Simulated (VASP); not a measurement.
# B6P7 in VASP: notebook, part 2 of 2

VASP 6.6.1. Earlier steps stand in the parts before.

### Step 3. Single point, PBE

This run uses another cell than the first one, of 14.01 Å³/atom.

Input file INCAR:

```
  PREC = Accurate
  ENCUT = 520
  EDIFF = 1E-6
  ISMEAR = -1
  SIGMA = 0.3447
  LREAL = Auto
  LASPH = T
  NELM = 100
  ALGO = Normal
  ISIF = 2
  LWAVE = F
  LCHARG = F
  GGA = PE
  NBANDS = 72
```

Input file KPOINTS:

```
Automatic mesh
0
Gamma
  3 3 3
```

Input file POSCAR:

```
B6P7
1.0
    7.0133910000      0.4643600000      0.0424130000
    0.4643600000      7.2659330000      0.0942560000
    0.0424130000      0.0942560000      7.1824730000
P B
14 12
Direct
    0.9393831510      0.2377313183      0.2402243608
    0.9135151805      0.6363137612      0.2385341612
    0.5591009599      0.2415273512      0.6578493020
    0.2599573779      0.1603924489      0.9531008051
    0.8599730691      0.3983710608      0.6659884576
    0.4349161827      0.9890802721      0.5465285236
    0.0139991878      0.9489988335      0.3079274696
    0.0616626955      0.8232592813      0.6259157578
    0.0443882907      0.0586464644      0.8333165666
    0.3926619938      0.4757476081      0.9694873952
    0.0371365224      0.5106443428      0.4888266827
    0.9684065685      0.6366028629      0.9148259428
    0.4292501800      0.6405001177      0.3424683449
    0.6949670851      0.0054572608      0.3919570331
    0.6110611269      0.8238526555      0.8868670530
    0.6954543094      0.6154060456      0.3818829691
    0.7008625147      0.6072210654      0.8095037411
    0.5834780518      0.0426721266      0.9160789842
    0.3892474869      0.9559184806      0.0486379952
    0.2054318362      0.7812121041      0.1466329799
    0.9554906830      0.8804579470      0.0966766053
    0.3793173863      0.2023493762      0.4055395366
    0.4881356932      0.1245110549      0.2280763005
    0.5748347137      0.2447955858      0.0360136611
    0.3532371078      0.4174310723      0.4618408903
    0.3502875759      0.4026757585      0.6947149019
```

Potentials or basis: VASP PAW PBE potentials, release 64 (P, B).

Command:

```bash
$ cat potpaw_PBE.64/P/POTCAR potpaw_PBE.64/B/POTCAR > POTCAR
$ mpirun -np 1 vasp_std > vasp.out
```

OUTCAR:

```text
PREC = Accurate
   ENCUT = 520
   EDIFF = 1E-6
   ISMEAR = -1
   LREAL = Auto
   LASPH = T
   NELM = 100
   ISIF = 2
   GGA = PE

 ion  position               nearest neighbor table
   1  0.939  0.238  0.240-   7 2.14  14 2.76  11 2.86   2 2.88
   2  0.914  0.636  0.239-  16 1.86  21 2.08  11 2.14  12 2.35  20 2.50   7 2.53   1 2.88
   3  0.559  0.242  0.658-  26 1.78  22 2.27  25 2.28   6 2.30  18 2.32   5 2.53  14 2.69
   4  0.260  0.160  0.953-  19 1.77   9 1.99  18 2.34  24 2.46  23 2.55  10 2.59
   5  0.860  0.398  0.666-  11 2.00  17 2.06   3 2.53  12 2.71   9 2.88
   6  0.435  0.989  0.547-  22 1.83  14 2.14   3 2.30  23 2.51
   7  0.014  0.949  0.308-  21 1.68  20 2.06   1 2.14  14 2.30   8 2.45   2 2.53
   8  0.062  0.823  0.626-   9 2.29   7 2.45  11 2.53  12 2.58
   9  0.044  0.059  0.833-   4 1.99   8 2.29  21 2.39   5 2.88
  10  0.393  0.476  0.969-  24 2.03  26 2.09   4 2.59
  11  0.037  0.511  0.489-   5 2.00   2 2.14  25 2.24   8 2.53  16 2.55   1 2.86
  12  0.968  0.637  0.915-  17 2.07  21 2.22   2 2.35   8 2.58   5 2.71
  13  0.429  0.641  0.342-  16 1.88  25 1.95  20 2.25
  14  0.695  0.005  0.392-  23 1.98   6 2.14   7 2.30  22 2.48   3 2.69   1 2.76
  15  0.611  0.824  0.887-  18 1.60  17 1.72  19 2.08
[... 246 lines left out ...]
      1     -10.0235      2.00000
      2      -9.1000      2.00000
      3      -8.3661      2.00000
      4      -8.2578      2.00000
      5      -6.7625      2.00000
      6      -6.5238      2.00000
[... 941 lines left out ...]
     64       8.1586      0.00267
     65       8.3483      0.00154
 [bands above 65 left out]

------------------------ aborting loop because EDIFF is reached ----------------------------------------

  FORCE on cell =-STRESS in cart. coord.  units (eV):
  Direction    XX          YY          ZZ          XY          YZ          ZX
  --------------------------------------------------------------------------------------
  -------------------------------------------------------------------------------------
  Total        6.5315330      3.4773912     14.0637404      2.1004405      0.0288482      1.0245705
  in kB       28.7183357     15.2896553     61.8365121      9.2353748      0.1268419      4.5049087
  external PRESSURE =      35.2815010 kB  Pullay stress =       0.0000000 kB

 VOLUME and BASIS-vectors are now :
 -----------------------------------------------------------------------------
  energy-cutoff  :      520.00
  volume of cell :      364.39
      direct lattice vectors                 reciprocal lattice vectors
     7.013391000  0.464360000  0.042413000     0.143194064 -0.009142006 -0.000725600
     0.464360000  7.265933000  0.094256000    -0.009142006  0.138235665 -0.001760090
     0.042413000  0.094256000  7.182473000    -0.000725600 -0.001760090  0.139255194

 POSITION                                       TOTAL-FORCE (eV/Angst)
 -----------------------------------------------------------------------------------
      6.70884      2.18619      1.78765        -0.019723      1.111419     -0.156044
      6.71243      5.07010      1.81199        -0.906172     -0.652358     -1.237047
      4.06125      2.07655      4.77146         1.693321     -1.966454     -0.180152
      1.93809      1.37595      6.87176         0.278424      3.277902      0.231288
      6.24456      3.35665      4.85747        -3.152192     -0.467842      2.094808
      3.53271      7.44006      4.03710        -1.203729     -2.124990      2.144526
[... 18 lines left out ...]
      2.69082      3.24059      3.37149        -1.605119      1.734794      0.762711
      2.67316      3.15396      5.04258        -0.652945      1.888597      2.365907
 -----------------------------------------------------------------------------------
    total drift:                                0.007778     -0.004300      0.001056

  FREE ENERGIE OF THE ION-ELECTRON SYSTEM (eV)
  ---------------------------------------------------
  free  energy   TOTEN  =      -132.9124079058 eV

  energy  without entropy=     -128.8489076905  energy(sigma->0) =     -130.88065780
```

Run time: 11 min. Hardware: 1 thread of Intel Xeon 6975P-C (Granite Rapids), shared host; peak memory 0.51 GiB.

Results:

```
Free energy            : -132.9124 eV
Pressure               : 3.5 GPa
Largest force          : 6.609 eV/Å
Band gap on the k mesh : zero (bands 53 and 54 overlap by 0.23 eV)
```

Forces on the atoms (eV/Å):
```
P   -0.020  1.111 -0.156
P   -0.906 -0.652 -1.237
P    1.693 -1.966 -0.180
P    0.278  3.278  0.231
P   -3.152 -0.468  2.095
P   -1.204 -2.125  2.145
P    2.100  1.959  4.465
P    0.129 -0.407  0.641
P   -3.300 -1.206 -1.257
P    0.958 -0.759 -1.471
P    3.162  0.731 -1.090
P   -0.624  0.954  0.288
P   -0.588 -0.317  0.089
P   -0.417  0.016 -0.340
B   -0.082 -1.446 -0.729
B   -0.608  0.373 -0.424
B    0.400  1.223  0.770
B    0.296  0.947 -0.164
B    0.903 -2.785  1.785
B    2.792  1.517 -0.072
B   -0.146 -2.835 -5.969
B   -1.000  1.010  0.217
B    2.066 -1.786 -3.022
B   -0.474  0.012  0.257
B   -1.605  1.735  0.763
B   -0.653  1.889  2.366
```

Caveat: the atoms stand as in a frame of molecular dynamics; so wide a smearing shifts energies and pressures.

### Step 4. Single point, PBE

This run uses another cell than the first one, of 14.01 Å³/atom.

Input file INCAR:

```
PREC = Accurate
ENCUT = 520
EDIFF = 1E-7
ISMEAR = -1
SIGMA = 0.2482
LREAL = Auto
LASPH = True
NELM = 60
ALGO = Normal
ISIF = 2
LWAVE = False
LCHARG = True
GGA = PE
LELF = True
LVHAR = True
NBANDS = 72
```

Input file KPOINTS:

```
regular mesh
0
Gamma
  3 3 3
```

Input file POSCAR:

```
B6P7
1.0
    7.0133910000      0.4643600000      0.0424130000
    0.4643600000      7.2659330000      0.0942560000
    0.0424130000      0.0942560000      7.1824730000
P B
14 12
Direct
    0.8850156943      0.1076792935      0.3269669824
    0.7704351728      0.5173698863      0.1565886347
    0.7281487764      0.2261356814      0.6396313383
    0.1186566579      0.1049785102      0.8957802685
    0.7581339555      0.5046807962      0.8467694859
    0.3698855512      0.8362661443      0.6999380138
    0.2753689170      0.8917303799      0.3044369045
    0.0881074917      0.6238184127      0.3659899136
    0.8630915524      0.9963035266      0.7572865265
    0.3883118293      0.3567915442      0.0074762132
    0.1796547295      0.2337613684      0.5664507614
    0.2513254624      0.6016370172      0.9048040458
    0.4848453688      0.5601358723      0.3325534114
    0.7204265296      0.8474337402      0.5110778521
    0.5635771259      0.9339667778      0.8189192261
    0.5294315868      0.7906848548      0.2303436004
    0.4945212890      0.5406314869      0.7923093513
    0.6294239192      0.2556593103      0.9019814112
    0.5408476170      0.8983459580      0.0461031362
    0.4004124599      0.1163415416      0.3704527387
    0.0132736423      0.4346891809      0.1593386722
    0.6972893883      0.9438711207      0.2030069784
    0.5806925422      0.1554797916      0.2352173298
    0.4452338870      0.1053540197      0.9592433473
    0.1577035041      0.4878289555      0.5707015643
    0.3884708920      0.5391214547      0.5913829180
```

Potentials or basis: VASP PAW PBE potentials, release 64 (P, B).

Command:

```bash
$ cat potpaw_PBE.64/P/POTCAR potpaw_PBE.64/B/POTCAR > POTCAR
$ mpirun -np 1 vasp_std > vasp.out
```

OUTCAR:

```text
PREC = Accurate
   ENCUT = 520
   EDIFF = 1E-7
   ISMEAR = -1
   LREAL = Auto
   LASPH = True
   NELM = 60
   ISIF = 2
   GGA = PE

 ion  position               nearest neighbor table
   1  0.885  0.108  0.327-  22 2.11  23 2.23   3 2.61  14 2.66
   2  0.770  0.517  0.157-  21 1.73   5 2.23  13 2.35  16 2.50   8 2.91
   3  0.728  0.226  0.640-   9 1.99  18 2.01   5 2.58   1 2.61  14 2.94
[... 1214 lines left out ...]
  -------------------------------------------------------------------------------------
  Total        6.2787011     19.4938749      2.4455789    -12.1480143    -10.3887955      4.9799718
  in kB       27.6066656     85.7121360     10.7529055    -53.4133034    -45.6782376     21.8963147
  external PRESSURE =      41.3572357 kB  Pullay stress =       0.0000000 kB

 VOLUME and BASIS-vectors are now :
 -----------------------------------------------------------------------------
  energy-cutoff  :      520.00
  volume of cell :      364.39
      direct lattice vectors                 reciprocal lattice vectors
     7.013391000  0.464360000  0.042413000     0.143194064 -0.009142006 -0.000725600
     0.464360000  7.265933000  0.094256000    -0.009142006  0.138235665 -0.001760090
     0.042413000  0.094256000  7.182473000    -0.000725600 -0.001760090  0.139255194

 POSITION                                       TOTAL-FORCE (eV/Angst)
 -----------------------------------------------------------------------------------
      6.27083      1.22418      2.39612        -1.466252     -0.730153     -1.160642
      5.65025      4.13169      1.20614        -1.873020      0.025614     -0.709435
      5.23893      2.04150      4.64633        -0.876760      2.696898     -1.420289
      0.91893      0.90230      6.44885         1.117237      0.323841     -0.622950
      5.58736      4.09884      6.16162         0.243843     -0.638029      0.307501
      3.01217      6.31399      5.12180        -0.768197     -0.486849     -1.118725
[... 18 lines left out ...]
      1.35677      3.67156      4.15172         1.424359      0.176505      1.650518
      2.99993      4.15335      4.31488         0.295263      0.522933      0.115642
 -----------------------------------------------------------------------------------
    total drift:                                0.002187     -0.005390     -0.005317

  FREE ENERGIE OF THE ION-ELECTRON SYSTEM (eV)
  ---------------------------------------------------
  free  energy   TOTEN  =      -132.4799614617 eV

  energy  without entropy=     -130.3327807820  energy(sigma->0) =     -131.40637112
```

Run time: 11 min. Hardware: 1 thread of Intel Xeon 6975P-C (Granite Rapids), shared host; peak memory 0.51 GiB.

What came out:

```yaml
Free_energy: -132.4800 eV
Pressure: 4.1 GPa
Largest_force: 3.466 eV/Å
Band_gap_on_the_k_mesh: zero (bands 53 and 54 overlap by 0.10 eV)
```

Forces on the atoms (eV/Å):
```
P   -1.466 -0.730 -1.161
P   -1.873  0.026 -0.709
P   -0.877  2.697 -1.420
P    1.117  0.324 -0.623
P    0.244 -0.638  0.308
P   -0.768 -0.487 -1.119
P   -0.299  1.853  0.139
P   -1.152 -0.149 -2.101
P    0.181 -3.109  1.395
P    0.049 -1.427  2.363
P    0.292 -1.306 -0.079
P   -2.740  1.993 -0.731
P    0.149 -0.973 -0.549
P    0.874  0.478 -1.285
B    1.030  0.362  0.882
B   -0.396 -2.084  2.266
B    0.756 -0.273 -0.357
B   -0.026  0.900 -0.826
B    0.530  0.591 -1.684
B   -2.051  0.148  1.630
B    3.108  0.003  1.396
B    1.961 -0.040  2.071
B   -0.145  0.775 -0.855
B   -0.218  0.366 -0.718
B    1.424  0.177  1.651
B    0.295  0.523  0.116
```

Caveat: the atoms stand as in a frame of molecular dynamics.

### Step 5. Single point, PBE

This run uses another cell than the first one, of 14.03 Å³/atom.

Input file INCAR:

```
SYSTEM = B6P7
PREC = Accurate
ENCUT = 520
EDIFF = 1E-7
ISMEAR = 0
SIGMA = 0.1
LREAL = Auto
LASPH = .TRUE.
NELM = 60
ALGO = Normal
ISIF = 2
LWAVE = .FALSE.
LCHARG = .TRUE.
GGA = PE
LELF = .TRUE.
LVHAR = .TRUE.
NBANDS = 72
ISYM = 0
```

Input file KPOINTS:

```
Automatic mesh
0
G
  3 3 3
  0 0 0
```

Input file POSCAR:

```
B6P7
1.0
    6.8408987962      0.6492809349      0.4973414323
    0.6327026909      7.5599590597      0.0764213240
    0.5167484888      0.0526103243      7.1484083728
P B
14 12
Direct
    0.0163419544      0.0764883632      0.2197235413
    0.8604424862      0.4354900715      0.1360433597
    0.5716137629      0.2572125538      0.6585110252
    0.1925323289      0.1355497977      0.9535889251
    0.7489402656      0.4337661490      0.8694664760
    0.4802121908      0.8150809675      0.6189882248
    0.2344347570      0.8526008278      0.3181880398
    0.0739977899      0.6384311235      0.4013410081
    0.8231094423      0.9923681121      0.6887707391
    0.2971351240      0.3520435258      0.0874770555
    0.2926838206      0.2431916762      0.5469843071
    0.2236262906      0.6450091122      0.8636885288
    0.5695843743      0.5094289030      0.3137011335
    0.7780047655      0.8448906845      0.4444875092
    0.6234499209      0.8647683147      0.8343132610
    0.4816382908      0.7408124347      0.2028589469
    0.5401698836      0.6390500449      0.8239157141
    0.5528719192      0.2721538718      0.9307468485
    0.6137423840      0.8844981467      0.0845409402
    0.4434127051      0.2854645956      0.2968636268
    0.0828229174      0.5595516597      0.1278512636
    0.7880340602      0.9634064239      0.2034883231
    0.5790358510      0.1165191694      0.1440038413
    0.4772176221      0.0471234345      0.9646608605
    0.2521305785      0.5030083057      0.6213170293
    0.4989761145      0.5366087727      0.5875030601
```

Command:

```bash
$ cat potpaw_PBE.64/P/POTCAR potpaw_PBE.64/B/POTCAR > POTCAR
$ mpirun -np 1 vasp_std > vasp.out
```

It took 8.9 min on 1 thread of Intel Xeon 6975P-C (Granite Rapids), shared host; peak memory 0.49 GiB.

The run converged. Its results:

```yaml
Free_energy: -147.8317 eV
Pressure: -0.2 GPa
Largest_force: 0.062 eV/Å
Band_gap_on_the_k_mesh: zero (bands 53 and 54 overlap by 0.06 eV)
```

Forces in eV/Å, atoms in the order of the input:
```
P    0.035 -0.021 -0.017
P   -0.039  0.019 -0.010
P   -0.033  0.006 -0.002
P    0.003  0.010  0.060
P   -0.006  0.003  0.027
P    0.049 -0.017  0.034
P   -0.052 -0.024 -0.001
P    0.007  0.054 -0.029
P   -0.035 -0.025 -0.034
P   -0.007 -0.025 -0.023
P    0.039  0.017  0.002
P    0.001 -0.008  0.003
P    0.023 -0.001 -0.022
P    0.015  0.007  0.041
B    0.014  0.008 -0.009
B   -0.005 -0.013  0.000
B   -0.004 -0.004 -0.021
B    0.008  0.010 -0.004
B   -0.002 -0.016 -0.006
B   -0.004  0.002  0.011
B   -0.002 -0.010  0.007
B    0.015  0.008  0.005
B   -0.004  0.015 -0.004
B   -0.028  0.013 -0.022
B   -0.001 -0.018  0.013
B    0.011  0.011  0.000
```

Levels at points of the mesh, in eV from the Fermi level:
| k point | band 49 | band 50 | band 51 | band 52 | band 53 | band 54 | band 55 | band 56 | band 57 | band 58 |
| --- | --- | --- | --- | --- | --- | --- | --- | --- | --- | --- |
| (0.00, 0.00, 0.00) | -1.28 | -1.20 | -0.90 | -0.73 | -0.28 | -0.05 | 0.77 | 1.21 | 1.24 | 1.49 |

Caveat: the atoms stand as in a frame of molecular dynamics.

### Step 6. The runs side by side

```csv
cell,k mesh,smearing,gap on the mesh (eV),pressure (GPa),largest force (eV/Å)
"a = 6.847, b = 7.554, c = 7.189 Å, angles 88.7, 81.7, 80.1°, 26 atoms, atomic positions A","2 × 2 × 2, shifted",gaussian 0.1 eV,0.20,-0.2,0.06
"a = 7.029, b = 7.281, c = 7.183 Å, angles 88.5, 89.3, 82.6°, 26 atoms, atomic positions B",3 × 3 × 3,fermi-dirac 0.3447 eV,none,3.5,6.61
"a = 7.029, b = 7.281, c = 7.183 Å, angles 88.5, 89.3, 82.6°, 26 atoms, atomic positions C",3 × 3 × 3,fermi-dirac 0.2482 eV,none,4.1,3.47
"a = 6.890, b = 7.587, c = 7.167 Å, angles 88.7, 81.7, 79.8°, 26 atoms, atomic positions D",3 × 3 × 3,gaussian 0.1 eV,none,-0.2,0.06
```

Alike in all rows: task single point; level PBE; potentials or basis VASP PAW PBE potentials, release 64 (P, B); no spin polarisation; cutoff (eV) 520.

Caveats: the atoms stand as in a frame of molecular dynamics; semilocal functionals underestimate gaps, and a narrow one can read as zero (at least some runs); so wide a smearing shifts energies and pressures (at least some runs).

Absolute energies hang on the potentials; compare differences alone.
